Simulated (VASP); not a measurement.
## SiBr5: relaxation of cell and atoms with PBE

SiBr5:

```
Si Br
1.0
     5.25981    0.00000    0.00000
    -2.62990    4.55513    0.00000
     0.00000    0.00000    7.12522
Si Br
1 5
Direct
  0.00000 0.00000 0.50000
  0.00000 0.66714 0.00000
  0.66714 0.00000 0.00000
  0.33286 0.33286 0.00000
  0.66667 0.33333 0.50000
  0.33333 0.66667 0.50000
```

The cell was generated, and may not be a known phase.

```json
{"Program": "VASP 6.6.1", "Task": "relaxation of cell and atoms", "Functional": "PBE", "Potentials or basis": "VASP PAW PBE potentials, release 64 (Si, Br)", "Cutoff": "600 eV", "k mesh": "6 × 6 × 4", "Occupations": "gaussian, width 0.1 eV", "Spin": "no spin polarisation", "Dipole correction": "no", "Further INCAR settings": "ALGO = Fast; EDIFF = 1e-07; IBRION = 2; EDIFFG = -0.04; NSW = 90; ISIF = 3"}
```

```yaml
Relaxed_volume: 28.75 Å³/atom
Relaxed_cell: a = 5.250 Å, b = 5.250 Å, c = 7.226 Å, α = 90.00°, β = 90.00°, γ = 120.00°
Space_group_after_relaxing_to_0.1_Å: P-62m (No. 189)
Energy_gained_by_relaxing: 0.7 meV/atom
Ionic_steps: 5
Pressure_after_relaxing: 0.1 GPa
Largest_force_after_relaxing: 0.005 eV/Å
Band_gap_on_the_k_mesh: zero (an odd number of electrons rules out a gap without spin polarisation)
```

Forces in eV/Å, atoms in the order of the input:
```
Si   0.000  0.000  0.000
Br  -0.002  0.004  0.000
Br   0.005  0.000  0.000
Br  -0.002 -0.004  0.000
Br   0.000  0.000  0.000
Br   0.000  0.000  0.000
```

Stress tensor (GPa, compression positive):
```
0.20 0.00 0.00
0.00 0.20 0.00
0.00 0.00 0.04
```

Step by step:
```
step  energy change (eV)  largest force (eV/Å)  pressure (GPa)  volume (Å³)
   1              0.0000                0.0600            0.05       170.71
   2             -0.0008                0.0599            0.05       170.92
   3             -0.0030                0.0481            0.09       171.55
   4             -0.0045                0.0104            0.17       172.79
   5             -0.0044                0.0050            0.15       172.52
```

Final structure:
```yaml
crystal:
  lattice:
    - [5.25049, 0.00000, 0.00000]
    - [-2.62524, 4.54706, 0.00000]
    - [0.00000, 0.00000, 7.22626]
  atoms:
    - { symbol: Si, position: [0.00000, 0.00000, 0.50000] }
    - { symbol: Br, position: [0.00000, 0.67193, 0.00000] }
    - { symbol: Br, position: [0.67193, 0.00000, 0.00000] }
    - { symbol: Br, position: [0.32807, 0.32807, 0.00000] }
    - { symbol: Br, position: [0.66667, 0.33333, 0.50000] }
    - { symbol: Br, position: [0.33333, 0.66667, 0.50000] }
```

Levels at points of the mesh, in eV from the Fermi level:
```
           k point  band 17  band 18  band 19  band 20  band 21  band 22  band 23
(0.00, 0.00, 0.00)    -0.98    -0.98    -0.86     1.42     1.66     1.66     3.74
(0.50, 0.00, 0.00)    -0.97    -0.32    -0.21    -0.07     0.04     1.04     2.19
(0.00, 0.00, 0.50)    -0.84    -0.84    -0.76     1.39     1.66     1.66     3.74
(0.50, 0.00, 0.50)    -1.17    -0.27    -0.25    -0.08     0.04     0.67     2.22
```

It took 12 min on 1 thread of Oxide Virtual Turin-like Processor, with other jobs on the host, peak memory 0.33 GiB.

Caveat: this functional lacks dispersion, which binds layers or chains, so the pressure and a relaxed spacing across them are unreliable; an odd number of electrons without spin polarisation forces a metal; a magnetic or distorted state may lie lower.
